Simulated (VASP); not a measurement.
Runs of VASP 6.6.1 on Cd2TeO3. The structure is that of space group P6/mmm (No. 191), or close to it. The cells are those of the table. 

```csv
task,cell,k mesh,cutoff (eV),k mesh for the DOS,occupations for the DOS,gap on the mesh (eV),pressure (GPa),relaxed volume (Å³/atom)
relaxation of cell and atoms,"relaxed from a = 5.947, b = 5.947, c = 3.422 Å, angles 90.0, 90.0, 120.0°, 6 atoms",3 × 3 × 6,600,-,-,none,-0.2,15.90
single point,"a = 6.007, b = 6.007, c = 3.023 Å, angles 90.0, 90.0, 120.0°, 6 atoms",6 × 6 × 12,520,-,-,none,1.0,-
single point,"a = 5.947, b = 5.947, c = 3.422 Å, angles 90.0, 90.0, 120.0°, 6 atoms",3 × 3 × 6,520,-,-,none,(a),-
relaxation of cell and atoms,"relaxed from a = 6.047, b = 6.047, c = 2.982 Å, angles 90.0, 90.0, 120.0°, 6 atoms",6 × 6 × 12,600,-,-,none,0.0,15.87
```

Alike in all rows: level PBE; potentials or basis VASP PAW PBE potentials, release 64 (Cd, Te, O); no spin polarisation; smearing gaussian 0.1 eV.

Question: Fill in the values left out.

Answer: (a) -8.6.

Caveats: some runs use coarse meshes; spin-orbit coupling is left out, which moves the levels of the heavy elements.

A k mesh can miss the band edges, and the runs leave out spin-orbit coupling on Cd, Te.

A gap of «none» marks levels without a gap at the run's occupations.
